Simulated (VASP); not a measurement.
A run of VASP 6.6.1:

POSCAR

```
SrCl2
1.0
    0.0000000000      3.4977180853      3.4977180853
    3.4977180853      0.0000000000      3.4977180853
    3.4977180853      3.4977180853      0.0000000000
Sr Cl
1 2
Direct
    0.0000000000      0.0000000000      0.0000000000
    0.2500000000      0.2500000000      0.2500000000
    0.7500000000      0.7500000000      0.7500000000
```

The input INCAR.step1:

```
SYSTEM = SrCl2
ALGO = Normal
EDIFF = 1E-4
ENCUT = 520
GGA = PE
ISMEAR = 0
LASPH = .TRUE.
LCHARG = .FALSE.
LREAL = .FALSE.
LWAVE = .TRUE.
NBANDS = 19
NELM = 100
PREC = Accurate
SIGMA = 0.01
```

The input INCAR.step2:

```
SYSTEM = SrCl2
ALGO = Normal
EDIFF = 1E-6
ENCUT = 520
ISIF = 2
ISMEAR = 0
ISTART = 1
LASPH = .TRUE.
LCHARG = .TRUE.
LELF = .TRUE.
LMIXTAU = .TRUE.
LREAL = .FALSE.
LVHAR = .TRUE.
LWAVE = .FALSE.
METAGGA = R2SCAN
NBANDS = 19
NELM = 100
PREC = Accurate
SIGMA = 0.01
```

Contents of KPOINTS:

```
k-points
0
G
  6 6 6
  0 0 0
```

Potentials or basis: VASP PAW PBE potentials, release 64 (Sr_sv, Cl).

Launch:

```sh
$ cat potpaw_PBE.64/Sr_sv/POTCAR potpaw_PBE.64/Cl/POTCAR > POTCAR
$ cp INCAR.step1 INCAR
$ mpirun -np 1 vasp_std > vasp.out
$ cp INCAR.step2 INCAR
$ mpirun -np 1 vasp_std > vasp.out
```

Hardware: 1 thread of Intel(R) Xeon(R) Platinum 8175M CPU @ 2.50GHz (Skylake/Cascade Lake), with other jobs on the host.

Problem. How long does it take, and how much memory?

Solution. Run time: 2.9 min on 1 thread of Intel(R) Xeon(R) Platinum 8175M CPU @ 2.50GHz (Skylake/Cascade Lake), with other jobs on the host, peak memory 0.26 GiB. Counts: k points 16.
